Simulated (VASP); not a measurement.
Write the native input for VASP 6.6.1 that does the following.

| Quantity | Value |
| --- | --- |
| Task | relaxation of cell and atoms |
| Functional | PBEsol |
| Dispersion | D4 |
| Potentials or basis | VASP PAW PBE potentials, release 64 (Ti_sv) |
| Cutoff | 500 eV |
| k mesh | 18 × 18 × 10 |
| Occupations | gaussian, width 0.1 eV |
| Spin | no spin polarisation |
| Dipole correction | no |
| Further INCAR settings | ALGO = Normal; EDIFF = 1e-07; IBRION = 2; EDIFFG = -0.002; NSW = 100; ISIF = 3 |

The structure of Ti lies in POSCAR:

```
Ti
1.0
    2.9000000000      0.0000000000      0.0000000000
   -1.4500000000      2.5114737000      0.0000000000
    0.0000000000      0.0000000000      4.6000000000
Ti
2
Direct
    0.3333333000      0.6666667000      0.2500000000
    0.6666667000      0.3333333000      0.7500000000
```

One way to write it, as run:

INCAR

```
SYSTEM = Ti
ALGO     = Normal         ! electronic algorithm
EDIFF    = 1E-7           ! SCF threshold, eV
EDIFFG   = -0.002         ! ionic threshold
ENCUT    = 500            ! plane-wave cutoff, eV
GGA      = PS             ! functional
GGA_COMPAT= .False.      
IBRION   = 2              ! ionic algorithm
ISIF     = 3              ! what is computed and relaxed
ISMEAR   = 0              ! smearing method
IVDW     = 13             ! dispersion correction
LASPH    = .True.         ! aspherical terms in the spheres
LCHARG   = .False.        ! write CHGCAR
LREAL    = .False.        ! projectors in reciprocal space
LWAVE    = .False.        ! write WAVECAR
NELM     = 120            ! most SCF steps
NELMIN   = 4            
NSW      = 100            ! ionic steps
PREC     = Accurate       ! precision mode
SIGMA    = 0.1            ! smearing width, eV
```

KPOINTS

```
k-points
0
Gamma
  18 18 10
  0 0 0
```

Potentials or basis: VASP PAW PBE potentials, release 64 (Ti_sv).

Command:

```sh
$ cat potpaw_PBE.64/Ti_sv/POTCAR > POTCAR
$ mpirun -np 1 vasp_std > vasp.out
```

It gave:

| Item | Value |
| --- | --- |
| Relaxed volume | 16.52 Å³/atom |
| Relaxed cell | a = 2.888 Å, b = 2.888 Å, c = 4.573 Å, α = 90.00°, β = 90.00°, γ = 120.00° |
| Space group after relaxing (to 0.1 Å) | P6_3/mmc (No. 194) |
| Energy gained by relaxing | 1.2 meV/atom |
| Ionic steps | 10 |
| Pressure after relaxing | 0.0 GPa |
| Band gap on the k mesh | zero (bands 12 and 13 overlap by 1.12 eV) |
| Dispersion energy per atom | -0.123 eV |

Caveat: the PAW data sets were made with another functional, which shifts forces and pressure a little.

Run time: 15 min on 1 thread of Intel Xeon 8259CL, with other jobs on the host, peak memory 0.24 GiB.
